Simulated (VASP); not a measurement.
# HfO2 (Fm-3m) in VASP: further runs

The runs below take HfO2 through single point, with PBE+D3(BJ).

Program: VASP 6.6.1. These are calculated values, not measurements. Logs are shortened: lines on timing, memory, paths and dates and some standing lists are left out, and cuts for length are marked.

## Step 1: The cell of the first run

It takes space group Fm-3m (No. 225, cubic). The conventional cell has a = 5.132 Å, b = 5.132 Å, c = 5.132 Å, α = 90.00°, β = 90.00°, γ = 90.00°. Within 2.9 Å of Hf (site symmetry m-3m) lie 8 O at 2.22 Å. Within 2.9 Å of O (site symmetry -43m) lie 4 Hf at 2.22 Å and 6 O at 2.57 Å.

## Step 2: Single point, PBE+D3(BJ)

INCAR reads:

```
SYSTEM = HfO2
ALGO     = Normal         ! electronic algorithm
EDIFF    = 1E-7           ! SCF threshold, eV
ENCUT    = 520            ! plane-wave cutoff, eV
GGA      = PE             ! functional
ISIF     = 2              ! what is computed and relaxed
ISMEAR   = 0              ! smearing method
IVDW     = 12             ! dispersion correction
LASPH    = .TRUE.         ! aspherical terms in the spheres
LCHARG   = .TRUE.         ! write CHGCAR
LELF     = .TRUE.         ! ELF
LREAL    = .FALSE.        ! projectors in reciprocal space
LVHAR    = .TRUE.       
LWAVE    = .FALSE.        ! write WAVECAR
NBANDS   = 18             ! bands
NELM     = 80             ! most SCF steps
PREC     = Accurate       ! precision mode
SIGMA    = 0.01           ! smearing width, eV
```

KPOINTS reads:

```
k-points
0
G
  6 6 6
  0 0 0
```

POSCAR reads:

```
HfO2
1.0
    0.0000000000      2.5659967402      2.5659967402
    2.5659967402      0.0000000000      2.5659967402
    2.5659967402      2.5659967402      0.0000000000
Hf O
1 2
Direct
    0.0000000000      0.0000000000      0.0000000000
    0.2500000000      0.2500000000      0.2500000000
    0.7500000000      0.7500000000      0.7500000000
```

Potentials or basis: VASP PAW PBE potentials, release 64 (Hf_pv, O).

On the command line:

```sh
> cat potpaw_PBE.64/Hf_pv/POTCAR potpaw_PBE.64/O/POTCAR > POTCAR
> mpirun -np 1 vasp_std > vasp.out
```

OUTCAR:

```text
SYSTEM = HfO2
   EDIFF = 1E-7
   ENCUT = 520
   GGA = PE
   ISIF = 2
   ISMEAR = 0
   IVDW = 12
   LASPH = .TRUE.
   LREAL = .FALSE.
   NELM = 80
   PREC = Accurate
 IVDW          = 12

 ion  position               nearest neighbor table
   1  0.000  0.000  0.000-   3 2.22   3 2.22   3 2.22   2 2.22   3 2.22   2 2.22   2 2.22   2 2.22

   2  0.250  0.250  0.250-   1 2.22   1 2.22   1 2.22   1 2.22
   3  0.750  0.750  0.750-   1 2.22   1 2.22   1 2.22   1 2.22

  LATTYP: Found a face centered cubic cell.
 ALAT       =     5.1319934804

  Lattice vectors:

 A1 = (   0.0000000000,   2.5659967402,   2.5659967402)
 A2 = (   2.5659967402,   0.0000000000,   2.5659967402)
 A3 = (   2.5659967402,   2.5659967402,   0.0000000000)

Analysis of symmetry for initial positions (statically):
=====================================================================
 Subroutine PRICEL returns:
 Original cell was already a primitive cell.

 Routine SETGRP: Setting up the symmetry group for a
 face centered cubic supercell.

 Subroutine GETGRP returns: Found 48 space group operations
 (whereof 48 operations were pure point group operations)
 out of a pool of 48 trial point group operations.

The static configuration has the point symmetry O_h .

Analysis of symmetry for dynamics (positions and initial velocities):
=====================================================================
 Subroutine PRICEL returns:
 Original cell was already a primitive cell.

 Routine SETGRP: Setting up the symmetry group for a
 face centered cubic supercell.

 Subroutine GETGRP returns: Found 48 space group operations
 (whereof 48 operations were pure point group operations)
 out of a pool of 48 trial point group operations.

The dynamic configuration has the point symmetry O_h .

 Subroutine INISYM returns: Found 48 space group operations
 (whereof 48 operations are pure point group operations),
 and found     1 'primitive' translations

----------------------------------------------------------------------------------------

                                     Primitive cell

  volume of cell :      33.7908

  direct lattice vectors                    reciprocal lattice vectors
     0.000000000  2.565996740  2.565996740    -0.194856054  0.194856054  0.194856054
     2.565996740  0.000000000  2.565996740     0.194856054 -0.194856054  0.194856054
[... 76 lines left out ...]
   ENCUT  =  520.0 eV  38.22 Ry    6.18 a.u.   6.75  6.75  6.75*2*pi/ulx,y,z
   NELM   =     80;   NELMIN=  2; NELMDL= -5     # of ELM steps
   EDIFF  = 0.1E-06   stopping-criterion for ELM
   LREAL  =      F    real-space projection
   EDIFFG = 0.1E-05   stopping-criterion for IOM
   NSW    =      0    number of steps for IOM
   IBRION =     -1    ionic relax: 0-MD 1-quasi-New 2-CG
   NFREE  =      0    steps in history (QN), initial steepest desc. (CG)
   ISIF   =      2    stress and relaxation
   ISYM   =      2    0-nonsym 1-usesym 2-fastsym
   POTIM  = 0.5000    time-step for ionic-motion
   TEBEG  =    0.0;   TEEND  =   0.0 temperature during run
   PSTRESS=    0.0 pullay stress
   NELECT =      22.0000    total number of electrons
   NUPDOWN=      -1.0000    fix difference up-down
   EMIN   =  10.00;   EMAX   =-10.00  energy-range for DOS
   EFERMI =   0.00;   METHOD = LEGACY
   ISMEAR =     0;   SIGMA  =   0.01  broadening in eV -4-tet -1-fermi 0-gaus
   EFERMI_NEDOS =   21; number of points for ismear=-14 and -15
   IALGO  =     38    algorithm
   IMIX   =      4    mixing-type and parameters
     AMIX     =   0.40;   BMIX     =  1.00
     AMIX_MAG =   1.60;   BMIX_MAG =  1.00
  volume/ion in A,a.u.               =      11.26        76.01
  Fermi-wavevector in a.u.,A,eV,Ry     =   1.418893  2.681319 27.392027  2.013257
  Thomas-Fermi vector in A             =   2.539971
   LORBIT       =      0    0 simple, 1 ext, 2 COOP (PROOUT), +10 PAW based schemes
   GGA     = PE    functional components
   LHFCALC =     F    Hartree Fock is set to
   AEXX    =    0.0000 exact exchange contribution
   IVDW    =    12    specifies the selected vdW correction
   LEPSILON=     F    determine dielectric tensor
   LRPA    =     F    only Hartree local field effects (RPA)
 non-spin polarized calculation
 Gauss-broadening in eV      SIGMA  =   0.01
  energy-cutoff  :      520.00
  volume of cell :       33.79
 maximum number of plane-waves:       941
   NGX = 13   NGY = 13   NGZ = 13

 number of electron      21.9999994 magnetization

 Free energy of the ion-electron system (eV)
  ---------------------------------------------------
  ext. energy  EPLUGINS =         0.00000000
  ---------------------------------------------------
  free energy    TOTEN  =       -30.21922443 eV

  energy without entropy =      -30.21922443  energy(sigma->0) =      -30.21922443

 E-fermi :   4.0303     XC(G=0): -11.6446

 val. band max:        3.9716777525   @ k =   0.5000   0.5000   0.0000
 cond. band min:       7.6738492854   @ k =   0.5000   0.5000   0.0000
 fundamental gap:      3.7021715328
 Fermi energy:         4.0303022252

 k-point     1 :       0.0000    0.0000    0.0000
  band No.  band energies     occupation
      1     -25.8858      2.00000
      2     -25.8858      2.00000
      3     -25.8858      2.00000
      4     -14.5363      2.00000
      5     -11.6837      2.00000
      6      -1.1513      2.00000
[... 313 lines left out ...]
      5     -12.6400      2.00000
      6      -1.6900      2.00000
[... 10 lines left out ...]
     17      16.7729      0.00000
     18      17.1863      0.00000

------------------------ aborting loop because EDIFF is reached ----------------------------------------

 Edisp (eV)   -0.69155

 E8    (eV) :    -0.3018

  FORCE on cell =-STRESS in cart. coord.  units (eV):
  Direction    XX          YY          ZZ          XY          YZ          ZX
  --------------------------------------------------------------------------------------
  -------------------------------------------------------------------------------------
  Total      -2.45794    -2.45794    -2.45794     0.00000     0.00000    -0.00000
  in kB    -116.54231  -116.54231  -116.54231     0.00000     0.00000    -0.00000
  external pressure =     -116.54 kB  Pullay stress =        0.00 kB

 VOLUME and BASIS-vectors are now :
 -----------------------------------------------------------------------------
  energy-cutoff  :      520.00
  volume of cell :       33.79
      direct lattice vectors                 reciprocal lattice vectors
     0.000000000  2.565996740  2.565996740    -0.194856054  0.194856054  0.194856054
     2.565996740  0.000000000  2.565996740     0.194856054 -0.194856054  0.194856054
     2.565996740  2.565996740  0.000000000     0.194856054  0.194856054 -0.194856054

 POSITION                                       TOTAL-FORCE (eV/Angst)
 -----------------------------------------------------------------------------------
      0.00000      0.00000      0.00000         0.000000      0.000000      0.000000
      1.28300      1.28300      1.28300        -0.000000     -0.000000     -0.000000
      3.84900      3.84900      3.84900         0.000000      0.000000      0.000000
 -----------------------------------------------------------------------------------
    total drift:                                0.000000      0.000000      0.000000

  FREE ENERGIE OF THE ION-ELECTRON SYSTEM (eV)
  ---------------------------------------------------
  free  energy   TOTEN  =       -30.9107715753 eV

  energy  without entropy=      -30.9107715753  energy(sigma->0) =      -30.91077158
```

OSZICAR:

```text
N       E                     dE             d eps       ncg     rms          rms(c)
DAV:   1     0.969883793101E+02    0.96988E+02   -0.12359E+04   576   0.119E+03
DAV:   2    -0.319924030572E+02   -0.12898E+03   -0.12569E+03   766   0.289E+02
DAV:   3    -0.360452877501E+02   -0.40529E+01   -0.40417E+01   640   0.465E+01
DAV:   4    -0.360704836427E+02   -0.25196E-01   -0.25181E-01   714   0.407E+00
DAV:   5    -0.360706378406E+02   -0.15420E-03   -0.15420E-03   630   0.303E-01    0.443E+01
DAV:   6    -0.303768165795E+02    0.56938E+01   -0.20890E+01   586   0.320E+01    0.394E+01
DAV:   7    -0.302641504870E+02    0.11267E+00   -0.68225E-01   656   0.678E+00    0.283E+01
DAV:   8    -0.302469898929E+02    0.17161E-01   -0.36718E-01   612   0.543E+00    0.101E+01
DAV:   9    -0.302187891691E+02    0.28201E-01   -0.78413E-02   610   0.240E+00    0.274E+00
DAV:  10    -0.302191835579E+02   -0.39439E-03   -0.35775E-03   636   0.453E-01    0.115E-01
DAV:  11    -0.302192067798E+02   -0.23222E-04   -0.20052E-04   664   0.115E-01    0.231E-01
DAV:  12    -0.302192232684E+02   -0.16489E-04   -0.43931E-05   626   0.440E-02    0.903E-03
DAV:  13    -0.302192242176E+02   -0.94925E-06   -0.13989E-06   666   0.865E-03    0.316E-03
DAV:  14    -0.302192244532E+02   -0.23557E-06   -0.24205E-07   612   0.318E-03    0.213E-03
DAV:  15    -0.302192244303E+02    0.22912E-07   -0.87817E-09   390   0.613E-04
   1 F= -.30910772E+02 E0= -.30910772E+02  d E =-.929255E-19
```

Run time: 22 s. Hardware: 1 thread of Intel Xeon 8259CL, shared host; peak memory 0.17 GiB.

What came out:

```yaml
Free_energy: -30.9108 eV
Pressure: -11.7 GPa
Band_gap_on_the_k_mesh: 3.70 eV, direct
Dispersion_energy_per_atom: -0.231 eV
```

Caveat: spin-orbit coupling is left out, which moves the levels of the heavy elements.

## Step 3: Single point, PBE+D3(BJ)

This run uses another cell than the first one, of 11.60 Å³/atom, 1.030 times its volume.

INCAR reads:

```
ALGO = Normal
EDIFF = 1E-6
ENCUT = 520
GGA = PE
ISIF = 2
ISMEAR = 0
IVDW = 12
LASPH = True
LCHARG = False
LREAL = False
LWAVE = False
NBANDS = 18
NELM = 80
PREC = Accurate
SIGMA = 0.01
```

KPOINTS reads:

```
k-points
0
Gamma
  6 6 6
```

POSCAR reads:

```
HfO2
1.0
    0.0000000000      2.5911551753      2.5911551753
    2.5911551753      0.0000000000      2.5911551753
    2.5911551753      2.5911551753      0.0000000000
Hf O
1 2
Direct
    0.0000000000      0.0000000000      0.0000000000
    0.2500000000      0.2500000000      0.2500000000
    0.7500000000      0.7500000000      0.7500000000
```

Potentials or basis: VASP PAW PBE potentials, release 64 (Hf_pv, O).

On the command line:

```sh
> cat potpaw_PBE.64/Hf_pv/POTCAR potpaw_PBE.64/O/POTCAR > POTCAR
> mpirun -np 1 vasp_std > vasp.out
```

Wall time 20 s (1 thread of Intel Xeon 8259CL, shared host); peak memory 0.17 GiB.

It converged, with:

```yaml
Free_energy: -30.8206 eV
Pressure: -17.4 GPa
Band_gap_on_the_k_mesh: 3.62 eV, direct
Dispersion_energy_per_atom: -0.224 eV
```

Levels at points of the mesh, in eV from the valence-band top:
```
           k point  band 8  band 9  band 10  band 11  band 12  band 13  band 14  band 15
(0.00, 0.00, 0.00)   -4.95   -0.58    -0.58    -0.58     3.71     3.71     5.31     9.61
(0.50, 0.00, 0.00)   -2.95   -2.58    -1.75    -1.75     4.36     4.36     6.38     8.69
(0.50, 0.50, 0.00)   -3.31   -1.42    -1.42     0.00     3.62     5.15     6.05     7.58
```

Caveat: spin-orbit coupling is left out, which moves the levels of the heavy elements.

## Step 4: Single point, PBE+D3(BJ)

This run uses another cell than the first one, of 11.93 Å³/atom, 1.059 times its volume.

INCAR reads:

```
PREC = Accurate
ENCUT = 520
EDIFF = 1E-6
ISMEAR = 0
SIGMA = 0.01
LREAL = F
LASPH = T
NELM = 60
ALGO = Normal
ISIF = 2
LWAVE = F
LCHARG = F
GGA = PE
IVDW = 12
NBANDS = 18
```

KPOINTS reads:

```
regular mesh
0
Gamma
  6 6 6
```

POSCAR reads:

```
HfO2
1.0
    0.0000000000      2.6158343289      2.6158343289
    2.6158343289      0.0000000000      2.6158343289
    2.6158343289      2.6158343289      0.0000000000
Hf O
1 2
Direct
    0.0000000000      0.0000000000      0.0000000000
    0.2500000000      0.2500000000      0.2500000000
    0.7500000000      0.7500000000      0.7500000000
```

On the command line:

```sh
> cat potpaw_PBE.64/Hf_pv/POTCAR potpaw_PBE.64/O/POTCAR > POTCAR
> mpirun -np 1 vasp_std > vasp.out
```

Run time: 21 s. Hardware: 1 thread of Intel Xeon 8259CL, shared host; peak memory 0.17 GiB.

The run converged. Its results:

| Property | Result |
| --- | --- |
| Free energy | -30.6973 eV |
| Pressure | -22.2 GPa |
| Band gap on the k mesh | 3.54 eV, direct |
| Dispersion energy per atom | -0.217 eV |

Levels at points of the mesh, in eV from the valence-band top:
```
           k point  band 7  band 8  band 9  band 10  band 11  band 12  band 13  band 14  band 15  band 16
(0.00, 0.00, 0.00)   -4.79   -4.79   -0.56    -0.56    -0.56     3.64     3.64     5.09     9.28     9.28
(0.50, 0.00, 0.00)   -3.84   -2.90   -2.52    -1.72    -1.72     4.25     4.25     6.13     8.40     8.40
(0.50, 0.50, 0.00)   -3.24   -3.24   -1.38    -1.38     0.00     3.54     5.00     5.81     7.34     7.34
```

Caveat: spin-orbit coupling is left out, which moves the levels of the heavy elements.

## Step 5: Summary

```csv
cell,gap on the mesh (eV),pressure (GPa)
"a = 3.629 Å, angles 60.0°, 3 atoms",3.70,-11.7
"a = 3.664 Å, angles 60.0°, 3 atoms",3.62,-17.4
"a = 3.699 Å, angles 60.0°, 3 atoms",3.54,-22.2
```

Alike in all rows: task single point; level PBE+D3(BJ); potentials or basis VASP PAW PBE potentials, release 64 (Hf_pv, O); no spin polarisation; k mesh 6 × 6 × 6; cutoff (eV) 520; smearing gaussian 0.01 eV.

Caveats: spin-orbit coupling is left out, which moves the levels of the heavy elements.

Absolute energies hang on the potentials; compare differences alone.
